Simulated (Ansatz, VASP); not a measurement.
## One calculation of Pb, two programs

File INCAR:

```
SYSTEM = Pb
ALGO = Normal
EDIFF = 1E-7
ENCUT = 520
GGA = RP
ISIF = 2
ISMEAR = -1
LASPH = .True.
LCHARG = .False.
LREAL = .False.
LWAVE = .False.
NBANDS = 13
NELM = 60
PREC = Accurate
SIGMA = 0.1
```

KPOINTS

```
k-points
0
Gamma
  17 17 17
  0 0 0
```

Contents of POSCAR:

```
Pb
1.0
    0.0000000000      2.4807132707      2.4807132707
    2.4807132707      0.0000000000      2.4807132707
    2.4807132707      2.4807132707      0.0000000000
Pb
1
Direct
    0.0000000000      0.0000000000      0.0000000000
```

Input for Ansatz:

```yaml
crystal:
  lattice:
    - [0.0, 2.4807132744, 2.4807132744]
    - [2.4807132744, 0.0, 2.4807132744]
    - [2.4807132744, 2.4807132744, 0.0]
  atoms:
    - { symbol: Pb, position: [0.0, 0.0, 0.0] }
hamiltonian:
  xc: rpbe
  pseudopotentials:
    kind: paw
    azcp:
      Pb: "pseudopotentials/Pb.paw.azcp"
basis:
  ecutwfc: 420
  fft_grid_basis: typed
kpoints:
  mp_grid: { grid: [17, 17, 17], shift: [0, 0, 0] }
magnetization:
  spin_polarized: false
scf:
  occupations: { method: fermi_dirac, width: 0.1 }
output:
  stress: true
```

Alike in both runs: task single point; functional RPBE; k mesh 17 × 17 × 17; occupations fermi-dirac, width 0.1 eV; no spin polarisation.

|  | VASP | Ansatz |
| --- | --- | --- |
| version | VASP 6.6.1 | Ansatz 0.2.0 |
| potentials or method | VASP PAW PBE potentials, release 64 (Pb_d), cutoff 520 eV | plane waves (420 eV) with PAW, scalar-relativistic |
| valence electrons in the cell | 14 | 14 |

|  | VASP | Ansatz | Ansatz less VASP |
| --- | --- | --- | --- |
| pressure (GPa) | 3.6 | 3.7 | +0.06 |

VASP's potentials were made for PBE, not for RPBE. With one functional, cell and mesh, what is left measures potentials, basis and numerics.

Spin-orbit coupling is off throughout.
